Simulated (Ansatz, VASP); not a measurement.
## One calculation of SnTe, two programs

```xyz
2
Lattice="0.0000 3.1179 3.1179 3.1179 0.0000 3.1179 3.1179 3.1179 0.0000" Properties=species:S:1:pos:R:3 pbc="T T T"
Sn    0.0000    0.0000    0.0000
Te    3.1179    3.1179    3.1179
```

Alike in both runs: functional LDA; k mesh 12 × 12 × 12; occupations gaussian, width 0.1 eV; no spin polarisation.

Ansatz relaxed the structure, and its values are those at the end. VASP's run is a single point on that final structure, the one shown.

|  | VASP | Ansatz |
| --- | --- | --- |
| version | VASP 6.6.1 | Ansatz 0.2.0 |
| potentials or method | VASP PAW LDA potentials, release 64 (Sn_d, Te), cutoff 500 eV | scalar-relativistic, plane waves, PAW |
| valence electrons in the cell | 20 | 30 |

```csv
,VASP,Ansatz,Ansatz less VASP
gap on the k mesh at the Fermi level (eV),0.21,0.20,-0.013
least direct gap on the mesh (eV),0.21,0.20,-0.013
pressure (GPa),0.0,0.0,-0.05
```

LDA's correlation is that of Perdew and Zunger in VASP and of Perdew and Wang (1992) in Ansatz. VASP's potentials hold 20 valence electrons a cell and Ansatz's 30, so a difference there can come from the potentials and not from the codes.

Neither program's run includes spin-orbit coupling.
